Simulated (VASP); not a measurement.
A run of VASP 6.6.1 is set up as follows.

The input POSCAR:

```
Cu
1.0
    2.5307640300      0.0000000000      0.0000000000
   -1.2653820100      2.1917059400      0.0000000000
    0.0000000000      0.0000000000      8.2618150800
Cu
4
Direct
    0.0000000000      0.0000000000      0.0000000000
    0.3333333333      0.6666666667      0.2500000000
    0.0000000000      0.0000000000      0.5000000000
    0.6666666667      0.3333333333      0.7500000000
```

File INCAR.step1:

```
SYSTEM = Cu
PREC = Accurate
ENCUT = 520
ISMEAR = 1
SIGMA = 0.15
LREAL = .FALSE.
LASPH = .TRUE.
NELM = 100
NBANDS = 30
GGA = PE
ALGO = Normal
EDIFF = 1E-4
LWAVE = .TRUE.
LCHARG = .FALSE.
```

The input INCAR.step2:

```
SYSTEM = Cu
PREC = Accurate
ENCUT = 520
EDIFF = 1E-7
ISMEAR = 1
SIGMA = 0.15
LREAL = .FALSE.
LASPH = .TRUE.
NELM = 100
ALGO = Normal
ISIF = 2
LWAVE = .FALSE.
LCHARG = .FALSE.
METAGGA = R2SCAN
LMIXTAU = .TRUE.
NBANDS = 30
ISTART = 1
```

KPOINTS

```
Automatic mesh
0
G
  5 5 2
  0 0 0
```

Potentials or basis: VASP PAW PBE potentials, release 64 (Cu).

Command:

```bash
$ cat potpaw_PBE.64/Cu/POTCAR > POTCAR
$ cp INCAR.step1 INCAR
$ mpirun -np 1 vasp_std > vasp.out
$ cp INCAR.step2 INCAR
$ mpirun -np 1 vasp_std > vasp.out
```

What does it give for the band gap on the k mesh?

Zero (band 22 reaches 9.83 eV, above the bottom of band 23 at 5.82 eV).

Predict the pressure.

-0.3 GPa.

Stress tensor (GPa, compression positive):
```
-0.39  0.00  0.00
 0.00 -0.39  0.00
 0.00  0.00 -0.13
```

Caveat: the k points lie up to 0.57 Å⁻¹ apart; the PAW data sets were made with another functional, which shifts forces and pressure a little.
